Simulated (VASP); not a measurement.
Set up this calculation in VASP 6.6.1, as the native input.

- Task: single point
- Functional: r2SCAN
- Potentials or basis: VASP PAW PBE potentials, release 64 (K_sv, Ta_sv_GW, O)
- Cutoff: 770 eV
- k mesh: 8 × 8 × 8
- Occupations: fermi-dirac, width 0.02 eV
- Spin: no spin polarisation
- Dipole correction: no
- Further INCAR settings: ALGO = Normal; EDIFF = 1e-06; NBANDS = 28

The system is KTaO3.

```
K Ta O
1.0
     4.06782    0.00000    0.00000
     0.00000    4.06782    0.00000
     0.00000    0.00000    4.06782
K Ta O
1 1 3
Direct
  0.50000 0.50000 0.50000
  0.00000 0.00000 0.00000
  0.50000 0.00000 0.00000
  0.00000 0.50000 0.00000
  0.00000 0.00000 0.50000
```

The input as run:

POSCAR

```
KTaO3
1.0
    4.0678241600      0.0000000000      0.0000000000
    0.0000000000      4.0678241600      0.0000000000
    0.0000000000      0.0000000000      4.0678241600
K Ta O
1 1 3
Direct
    0.5000000000      0.5000000000      0.5000000000
    0.0000000000      0.0000000000      0.0000000000
    0.5000000000      0.0000000000      0.0000000000
    0.0000000000      0.5000000000      0.0000000000
    0.0000000000      0.0000000000      0.5000000000
```

INCAR.step1

```
PREC     = Accurate       # precision mode
ENCUT    = 770            # plane-wave cutoff, eV
ISMEAR   = -1             # smearing method
SIGMA    = 0.02           # smearing width, eV
LREAL    = False          # projectors in reciprocal space
LASPH    = True           # aspherical terms in the spheres
NELM     = 120            # most SCF steps
NBANDS   = 28             # bands
GGA      = PE             # functional
ALGO     = Normal         # electronic algorithm
EDIFF    = 1E-5           # SCF threshold, eV
LWAVE    = True           # write WAVECAR
LCHARG   = False          # write CHGCAR
GGA_COMPAT= False
```

INCAR.step2

```
PREC     = Accurate       # precision mode
ENCUT    = 770            # plane-wave cutoff, eV
EDIFF    = 1E-6           # SCF threshold, eV
ISMEAR   = -1             # smearing method
SIGMA    = 0.02           # smearing width, eV
LREAL    = False          # projectors in reciprocal space
LASPH    = True           # aspherical terms in the spheres
NELM     = 120            # most SCF steps
ALGO     = Normal         # electronic algorithm
ISIF     = 2              # what is computed and relaxed
LWAVE    = False          # write WAVECAR
LCHARG   = False          # write CHGCAR
METAGGA  = R2SCAN         # meta-GGA
LMIXTAU  = True         
NBANDS   = 28             # bands
ISTART   = 1            
GGA_COMPAT= False
```

KPOINTS

```
regular mesh
0
Gamma
  8 8 8
```

Potentials or basis: VASP PAW PBE potentials, release 64 (K_sv, Ta_sv_GW, O).

Command:

```bash
$ cat potpaw_PBE.64/K_sv/POTCAR potpaw_PBE.64/Ta_sv_GW/POTCAR potpaw_PBE.64/O/POTCAR > POTCAR
$ cp INCAR.step1 INCAR
$ mpirun -np 1 vasp_std > vasp.out
$ cp INCAR.step2 INCAR
$ mpirun -np 1 vasp_std > vasp.out
```

Results of the run:

```
Pressure               : -10.6 GPa
Band gap on the k mesh : 2.46 eV (least direct gap 3.13 eV)
```

Caveat: the cell stands under tension; the PAW data sets were made with another functional, which shifts forces and pressure a little; spin-orbit coupling is left out, which moves the levels of the heavy elements.

Wall time 5.1 min on 1 thread of Intel(R) Xeon(R) Platinum 8559C (Emerald Rapids), on a shared host, peak memory 0.35 GiB.
